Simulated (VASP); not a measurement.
# SrCoSe in VASP: notebook

SrCoSe is run at these levels: PBE; tasks: single point.

Program: VASP 6.6.1. These are calculated values, not measurements. Logs are shortened: lines on timing, memory, paths and dates and some standing lists are left out, and cuts for length are marked.

**1. The cell of the first run**

It takes space group P4/mmm (No. 123, tetragonal). The conventional cell has a = 4.345 Å, b = 4.345 Å, c = 4.424 Å, α = 90.00°, β = 90.00°, γ = 90.00°. Within 4.0 Å of Sr (site symmetry 4/mmm) lie 4 Se at 3.07 Å and 8 Co at 3.79 Å. Co (site symmetry 4/mmm) has 2 Se at 2.21 Å within 2.9 Å. Se (site symmetry 4/mmm) has 2 Co at 2.21 Å within 2.9 Å.

The cell was generated, and may not be a known phase.

**2. Single point, PBE, collinear spin, ferromagnetic start**

INCAR reads:

```
PREC = Accurate
ENCUT = 520
EDIFF = 1E-6
ISMEAR = 0
SIGMA = 0.1
LREAL = False
LASPH = True
NELM = 150
ALGO = Normal
ISIF = 2
LWAVE = False
LCHARG = False
ISPIN = 2
MAGMOM = 0 1.58 0
LORBIT = 11
LMAXMIX = 4
GGA = PE
NBANDS = 24
```

KPOINTS reads:

```
Automatic mesh
0
Gamma
  10 10 10
```

POSCAR reads:

```
SrCoSe
1.0
    4.3454751444      0.0000000000      0.0000000000
    0.0000000000      4.3454751444      0.0000000000
    0.0000000000      0.0000000000      4.4235044892
Sr Co Se
1 1 1
Direct
    0.0000000000      0.0000000000      0.0000000000
    0.5000000000      0.5000000000      0.5000000000
    0.5000000000      0.5000000000      0.0000000000
```

Potentials or basis: VASP PAW PBE potentials, release 64 (Sr_sv, Co, Se).

Started as:

```sh
cat potpaw_PBE.64/Sr_sv/POTCAR potpaw_PBE.64/Co/POTCAR potpaw_PBE.64/Se/POTCAR > POTCAR
mpirun -np 1 vasp_std > vasp.out
```

OUTCAR:

```text
PREC = Accurate
   ENCUT = 520
   EDIFF = 1E-6
   ISMEAR = 0
   LREAL = False
   LASPH = True
   NELM = 150
   ISIF = 2
   ISPIN = 2
   LORBIT = 11
   GGA = PE

 ion  position               nearest neighbor table
   1  0.000  0.000  0.000-   3 3.07   3 3.07   3 3.07   3 3.07   2 3.79   2 3.79   2 3.79   2 3.79
                             2 3.79   2 3.79   2 3.79   2 3.79
   2  0.500  0.500  0.500-   3 2.21   3 2.21   1 3.79   1 3.79   1 3.79   1 3.79   1 3.79   1 3.79
                             1 3.79   1 3.79
   3  0.500  0.500  0.000-   2 2.21   2 2.21   1 3.07   1 3.07   1 3.07   1 3.07

  LATTYP: Found a simple tetragonal cell.
 ALAT       =     4.3454751444
 C/A-ratio  =     1.0179564587

  Lattice vectors:

 A1 = (   4.3454751444,   0.0000000000,   0.0000000000)
 A2 = (   0.0000000000,   4.3454751444,   0.0000000000)
 A3 = (   0.0000000000,   0.0000000000,   4.4235044892)

Analysis of symmetry for initial positions (statically):
=====================================================================
 Subroutine PRICEL returns:
 Original cell was already a primitive cell.

 Routine SETGRP: Setting up the symmetry group for a
 simple tetragonal supercell.

 Subroutine GETGRP returns: Found 16 space group operations
 (whereof 16 operations were pure point group operations)
 out of a pool of 16 trial point group operations.

The static configuration has the point symmetry D_4h.

Analysis of symmetry for dynamics (positions and initial velocities):
=====================================================================
 Subroutine PRICEL returns:
 Original cell was already a primitive cell.

 Routine SETGRP: Setting up the symmetry group for a
 simple tetragonal supercell.

 Subroutine GETGRP returns: Found 16 space group operations
 (whereof 16 operations were pure point group operations)
 out of a pool of 16 trial point group operations.

The dynamic configuration has the point symmetry D_4h.

Analysis of structural, dynamic, and magnetic symmetry:
=====================================================================
 Subroutine PRICEL returns:
 Original cell was already a primitive cell.

 Routine SETGRP: Setting up the symmetry group for a
 simple tetragonal supercell.

 Subroutine GETGRP returns: Found 16 space group operations
 (whereof 16 operations were pure point group operations)
 out of a pool of 16 trial point group operations.

The overall configuration has the point symmetry D_4h.

 Subroutine INISYM returns: Found 16 space group operations
 (whereof 16 operations are pure point group operations),
 and found     1 'primitive' translations

----------------------------------------------------------------------------------------

                                     Primitive cell

  volume of cell :      83.5297

  direct lattice vectors                    reciprocal lattice vectors
     4.345475144  0.000000000  0.000000000     0.230124432  0.000000000  0.000000000
     0.000000000  4.345475144  0.000000000     0.000000000  0.230124432  0.000000000
     0.000000000  0.000000000  4.423504489     0.000000000  0.000000000  0.226065103

  length of vectors
     4.345475144  4.345475144  4.423504489     0.230124432  0.230124432  0.226065103

  position of ions in fractional coordinates (direct lattice)
     0.000000000  0.000000000  0.000000000
     0.500000000  0.500000000  0.500000000
     0.500000000  0.500000000  0.000000000

  ion indices of the primitive-cell ions
   primitive index   ion index
                 1           1
                 2           2
                 3           3

----------------------------------------------------------------------------------------

 KPOINTS: Automatic mesh

Automatic generation of k-mesh.
 Grid dimensions read from file:
 generate k-points for:   10   10   10

 Generating k-lattice:

  Cartesian coordinates                     Fractional coordinates (reciprocal lattice)
     0.023012443  0.000000000  0.000000000     0.100000000  0.000000000  0.000000000
     0.000000000  0.023012443  0.000000000     0.000000000  0.100000000  0.000000000
     0.000000000  0.000000000  0.022606510     0.000000000  0.000000000  0.100000000

  Length of vectors
     0.023012443  0.023012443  0.022606510

  Shift w.r.t. Gamma in fractional coordinates (k-lattice)
     0.000000000  0.000000000  0.000000000

 Subroutine IBZKPT returns following result:
 ===========================================

 Found    126 irreducible k-points:

 Following reciprocal coordinates:
            Coordinates               Weight
  0.000000  0.000000  0.000000      1.000000
  0.100000  0.000000  0.000000      4.000000
  0.200000  0.000000  0.000000      4.000000
  0.300000  0.000000  0.000000      4.000000
  0.400000  0.000000  0.000000      4.000000
  0.500000  0.000000  0.000000      2.000000
[... 16 lines left out ...]
  0.100000  0.000000  0.100000      8.000000
  0.200000  0.000000  0.100000      8.000000
 [... further k-points ...]
   k-points           NKPTS =    126   k-points in BZ     NKDIM =    126   number of bands    NBANDS=     24
   number of dos      NEDOS =    301   number of ions     NIONS =      3
   total plane-waves  NPLWV =  36864
   dimension x,y,z NGX =    32 NGY =   32 NGZ =   36
   dimension x,y,z NGXF=    64 NGYF=   64 NGZF=   72
   ions per type =               1   1   1
   NGX,Y,Z   is equivalent  to a cutoff of  12.24, 12.24, 13.53 a.u.
   NGXF,Y,Z  is equivalent  to a cutoff of  24.48, 24.48, 27.06 a.u.
 SYSTEM =  unknown system
   PREC   = accura    normal or accurate (medium, high low for compatibility)
   ISTART =      0    job   : 0-new  1-cont  2-samecut
   ICHARG =      2    charge: 1-file 2-atom 10-const
   ISPIN  =      2    spin polarized calculation?
   LNONCOLLINEAR =      F non collinear calculations
   LSORBIT =      F    spin-orbit coupling
   LASPH  =      T    aspherical Exc in radial PAW
   ENCUT  =  520.0 eV  38.22 Ry    6.18 a.u.   8.08  8.08  8.22*2*pi/ulx,y,z
   NELM   =    150;   NELMIN=  2; NELMDL= -5     # of ELM steps
   EDIFF  = 0.1E-05   stopping-criterion for ELM
   LREAL  =      F    real-space projection
[... 7 lines left out ...]
   TEBEG  =    0.0;   TEEND  =   0.0 temperature during run
   PSTRESS=    0.0 pullay stress
   NELECT =      25.0000    total number of electrons
   NUPDOWN=      -1.0000    fix difference up-down
   EMIN   =  10.00;   EMAX   =-10.00  energy-range for DOS
   EFERMI =   0.00;   METHOD = LEGACY
   ISMEAR =     0;   SIGMA  =   0.10  broadening in eV -4-tet -1-fermi 0-gaus
   EFERMI_NEDOS =   21; number of points for ismear=-14 and -15
   IALGO  =     38    algorithm
   IMIX   =      4    mixing-type and parameters
     AMIX     =   0.40;   BMIX     =  1.00
     AMIX_MAG =   1.60;   BMIX_MAG =  1.00
  volume/ion in A,a.u.               =      27.84       187.90
  Fermi-wavevector in a.u.,A,eV,Ry     =   1.095068  2.069379 16.315757  1.199174
  Thomas-Fermi vector in A             =   2.231385
   LORBIT       =     11    0 simple, 1 ext, 2 COOP (PROOUT), +10 PAW based schemes
   GGA     = PE    functional components
   LHFCALC =     F    Hartree Fock is set to
   AEXX    =    0.0000 exact exchange contribution
   IVDW    =     0    specifies the selected vdW correction
   LEPSILON=     F    determine dielectric tensor
   LRPA    =     F    only Hartree local field effects (RPA)
 spin polarized calculation
 Gauss-broadening in eV      SIGMA  =   0.10
  energy-cutoff  :      520.00
  volume of cell :       83.53
 maximum number of plane-waves:      2284
   NGX = 17   NGY = 17   NGZ = 17

 number of electron      25.0000004 magnetization       1.0934983

 Free energy of the ion-electron system (eV)
  ---------------------------------------------------
  ext. energy  EPLUGINS =         0.00000000
  ---------------------------------------------------
  free energy    TOTEN  =       -13.61137033 eV

  energy without entropy =      -13.59926262  energy(sigma->0) =      -13.60531647

 E-fermi :   3.6426     XC(G=0):  -8.8933

 val. band max:        3.6296579000   @ k =   0.4000   0.0000   0.1000
 cond. band min:       3.6450866181   @ k =   0.2000   0.0000   0.3000
 fundamental gap:      0.0154287181
 Fermi energy:         3.6425826268

 spin component 1

 k-point     1 :       0.0000    0.0000    0.0000
  band No.  band energies     occupation
      1     -32.4137      1.00000
      2     -14.4188      1.00000
      3     -14.4056      1.00000
      4     -14.4056      1.00000
      5     -10.7083      1.00000
      6      -0.2974      1.00000
[... 16 lines left out ...]
     23      12.1220      0.00000
     24      13.2838      0.00000
[... 598 lines left out ...]
      2     -14.4895      1.00000
      3     -14.4222      1.00000
      4     -14.3965      1.00000
      5     -10.5261      1.00000
      6      -0.6731      1.00000
[... 16 lines left out ...]
     23      11.6240      0.00000
     24      13.6798      0.00000

 [... further k-points ...]

 spin component 2

 k-point     1 :       0.0000    0.0000    0.0000
  band No.  band energies     occupation
      1     -32.4393      1.00000
      2     -14.4704      1.00000
      3     -14.4287      1.00000
      4     -14.4287      1.00000
      5     -10.6557      1.00000
      6      -0.3338      1.00000
[... 16 lines left out ...]
     23      11.7951      0.00000
     24      13.0582      0.00000
[... 598 lines left out ...]
      2     -14.5110      1.00000
      3     -14.4741      1.00000
      4     -14.4196      1.00000
      5     -10.4749      1.00000
      6      -0.6763      1.00000
[... 16 lines left out ...]
     23      11.4579      0.00000
     24      13.5303      0.00000

 [... further k-points ...]
[... 5 lines left out ...]
  --------------------------------------------------------------------------------------
  -------------------------------------------------------------------------------------
  Total        0.0261012      0.0261012      0.1049117      0.0000000      0.0000000     -0.0000000
  in kB        0.5006455      0.5006455      2.0123041      0.0000000      0.0000000     -0.0000000
  external PRESSURE =       1.0045317 kB  Pullay stress =       0.0000000 kB

 VOLUME and BASIS-vectors are now :
 -----------------------------------------------------------------------------
  energy-cutoff  :      520.00
  volume of cell :       83.53
      direct lattice vectors                 reciprocal lattice vectors
     4.345475144  0.000000000  0.000000000     0.230124432  0.000000000  0.000000000
     0.000000000  4.345475144  0.000000000     0.000000000  0.230124432  0.000000000
     0.000000000  0.000000000  4.423504489     0.000000000  0.000000000  0.226065103

 POSITION                                       TOTAL-FORCE (eV/Angst)
 -----------------------------------------------------------------------------------
      0.00000      0.00000      0.00000         0.000000      0.000000      0.000000
      2.17274      2.17274      2.21175         0.000000      0.000000      0.000000
      2.17274      2.17274      0.00000         0.000000      0.000000      0.000000
 -----------------------------------------------------------------------------------
    total drift:                                0.000000     -0.000000     -0.000000

  FREE ENERGIE OF THE ION-ELECTRON SYSTEM (eV)
  ---------------------------------------------------
  free  energy   TOTEN  =       -13.6113703267 eV

  energy  without entropy=      -13.5992626212  energy(sigma->0) =      -13.60531647

 total charge

# of ion       s       p       d       tot
------------------------------------------
    1        2.009   5.772   0.200   7.980
    2        0.379   0.306   7.430   8.115
    3        1.428   2.485   0.068   3.981
--------------------------------------------------
tot          3.815   8.562   7.697  20.075

 magnetization (x)

# of ion       s       p       d       tot
------------------------------------------
    1       -0.002  -0.006  -0.027  -0.036
    2        0.009  -0.017   1.376   1.368
    3        0.000   0.041  -0.008   0.033
--------------------------------------------------
tot          0.007   0.018   1.341   1.366
```

It took 4.3 min on 1 thread of Intel Xeon 6975P-C (Granite Rapids), shared host; peak memory 0.53 GiB.

Results:

```yaml
Free_energy: -13.6114 eV
Pressure: 0.1 GPa
Net_moment: 1.09 μB per cell
Site_moments: Sr -0.04; Co +1.37; Se +0.03 μB
Valence_electrons_inside_the_program's_atomic_spheres: Sr 7.98; Co 8.12; Se 3.98
```

Stress tensor (GPa, compression positive):
```
0.05 0.00 0.00
0.00 0.05 0.00
0.00 0.00 0.20
```

Caveat: a cell with one magnetic atom can't hold antiferromagnetic order, which such compounds often take. With open d or f shells a metallic result of PBE can be an artefact of self-interaction; +U or a hybrid may open a gap.

**3. Single point, PBE, collinear spin, ferromagnetic start**

INCAR reads:

```
ALGO = Normal
EDIFF = 1E-6
ENCUT = 520
GGA = PE
ISIF = 2
ISMEAR = 0
ISPIN = 2
LASPH = T
LCHARG = F
LMAXMIX = 4
LORBIT = 11
LREAL = F
LWAVE = F
MAGMOM = 0 3 0
NBANDS = 24
NELM = 150
PREC = Accurate
SIGMA = 0.1
```

KPOINTS reads:

```
k-points
0
Gamma
  4 4 4
```

POSCAR reads:

```
SrCoSe
1.0
    4.3327902808      0.0000000000      0.0000000000
    0.0000000000      4.3385469288      0.0000000000
    0.0000000000      0.0000000000      4.4435065320
Sr Co Se
1 1 1
Direct
    0.0000000000      0.0000000000      0.0000000000
    0.5000000000      0.5000000000      0.5000000000
    0.5000000000      0.5000000000      0.0000000000
```

Potentials or basis: VASP PAW PBE potentials, release 64 (Sr_sv, Co, Se).

Started as:

```sh
cat potpaw_PBE.64/Sr_sv/POTCAR potpaw_PBE.64/Co/POTCAR potpaw_PBE.64/Se/POTCAR > POTCAR
mpirun -np 1 vasp_std > vasp.out
```

It took 68 s on 1 thread of Intel Xeon 6975P-C (Granite Rapids), shared host; peak memory 0.27 GiB.

Results (log left out):

```
Free energy                                           : -13.6033 eV
Pressure                                              : 0.4 GPa
Net moment                                            : 1.20 μB per cell
Site moments                                          : Sr -0.03; Co +1.46; Se +0.04 μB
Valence electrons inside the program's atomic spheres : Sr 7.98; Co 8.09; Se 3.98
```

Levels at points of the mesh, in eV from the Fermi level:
Spin up:
| k point | band 10 | band 11 | band 12 | band 13 | band 14 | band 15 | band 16 | band 17 |
| --- | --- | --- | --- | --- | --- | --- | --- | --- |
| (0.00, 0.00, 0.00) | -2.22 | -2.04 | -2.04 | -1.31 | -0.42 | 1.01 | 3.24 | 3.39 |
| (0.50, 0.00, 0.00) | -2.11 | -2.01 | -1.73 | -1.35 | 0.67 | 1.10 | 4.33 | 4.38 |
| (0.00, 0.50, 0.00) | -2.11 | -2.01 | -1.73 | -1.35 | 0.67 | 1.09 | 4.31 | 4.39 |
| (0.50, 0.50, 0.00) | -2.17 | -1.88 | -1.67 | -1.65 | 1.72 | 2.45 | 3.36 | 3.36 |
| (0.00, 0.00, 0.50) | -2.11 | -1.27 | -0.39 | -0.39 | 1.08 | 2.28 | 2.29 | 2.56 |
| (0.50, 0.00, 0.50) | -1.63 | -1.39 | -1.00 | -0.73 | 0.36 | 3.87 | 3.93 | 4.52 |
| (0.00, 0.50, 0.50) | -1.63 | -1.39 | -1.00 | -0.73 | 0.36 | 3.87 | 3.94 | 4.50 |
| (0.50, 0.50, 0.50) | -1.46 | -1.05 | -0.68 | -0.68 | -0.02 | -0.02 | 4.08 | 4.32 |
Spin down:
```csv
k point,band 10,band 11,band 12,band 13,band 14,band 15
"(0.00, 0.00, 0.00)",-0.79,-0.78,-0.61,-0.55,0.23,1.48
"(0.50, 0.00, 0.00)",-0.89,-0.73,-0.60,0.12,0.35,1.47
"(0.00, 0.50, 0.00)",-0.89,-0.72,-0.60,0.12,0.35,1.47
"(0.50, 0.50, 0.00)",-1.02,-1.01,-0.53,0.33,1.66,2.71
"(0.00, 0.00, 0.50)",-0.48,-0.10,0.73,0.73,1.05,2.08
"(0.50, 0.00, 0.50)",-0.67,0.01,0.27,0.27,0.47,3.73
"(0.00, 0.50, 0.50)",-0.67,0.00,0.27,0.27,0.48,3.73
"(0.50, 0.50, 0.50)",-0.30,-0.30,-0.11,0.35,0.53,0.53
```

Caveat: the k points lie up to 0.36 Å⁻¹ apart; a cell with one magnetic atom can't hold antiferromagnetic order, which such compounds often take.
